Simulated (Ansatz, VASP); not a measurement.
## In: VASP beside Ansatz

INCAR

```
ALGO     = Fast           # electronic algorithm
EDIFF    = 1E-6           # SCF threshold, eV
ENCUT    = 520            # plane-wave cutoff, eV
GGA      = CA             # functional
ISIF     = 2              # what is computed and relaxed
ISMEAR   = 0              # smearing method
LASPH    = True           # aspherical terms in the spheres
LCHARG   = True           # write CHGCAR
LELF     = True           # ELF
LREAL    = False          # projectors in reciprocal space
LVHAR    = True         
LWAVE    = False          # write WAVECAR
NBANDS   = 12             # bands
NELM     = 80             # most SCF steps
PREC     = Accurate       # precision mode
SIGMA    = 0.15           # smearing width, eV
```

Contents of KPOINTS:

```
k-points
0
Gamma
  22 22 22
```

POSCAR

```
In
1.0
   -1.5505486878      1.5505486878      2.2469001035
    1.5505486878     -1.5505486878      2.2469001035
    1.5505486878      1.5505486878     -2.2469001035
In
1
Direct
    0.0000000000      0.0000000000      0.0000000000
```

Input for Ansatz:

```yaml
crystal:
  lattice:
    - [-1.5505486878, 1.5505486878, 2.2469001035]
    - [1.5505486878, -1.5505486878, 2.2469001035]
    - [1.5505486878, 1.5505486878, -2.2469001035]
  atoms:
    - { symbol: In, position: [0.0, 0.0, 0.0] }
basis:
  ecutwfc: 420
kpoints:
  mp_grid: { grid: [22, 22, 22] }
hamiltonian:
  xc: lda
  pseudopotentials: { kind: paw }
scf:
  occupations: { method: gaussian, width: 0.15 }
output:
  forces: true
  stress: true
  eigenvalues: true
```

Alike in both runs: task single point; functional LDA; k mesh 22 × 22 × 22; occupations gaussian, width 0.15 eV; no spin polarisation.

|  | VASP | Ansatz |
| --- | --- | --- |
| version | VASP 6.6.1 | Ansatz 0.2.0 |
| potentials or method | VASP PAW LDA potentials, release 64 (In_d), cutoff 520 eV | scalar-relativistic, plane waves, PAW |
| valence electrons in the cell | 13 | 13 |

|  | VASP | Ansatz | Ansatz less VASP |
| --- | --- | --- | --- |
| gap on the k mesh at the Fermi level (eV) | none | none | - |
| pressure (GPa) | 10.1 | 9.0 | -1.06 |
| traceless stress, the component that is largest in VASP (GPa) | 0.31 | 0.34 | +0.024 |

LDA's correlation is that of Perdew and Zunger in VASP and of Perdew and Wang (1992) in Ansatz. A gap of «none» marks a metal or a gap that the smearing closes.
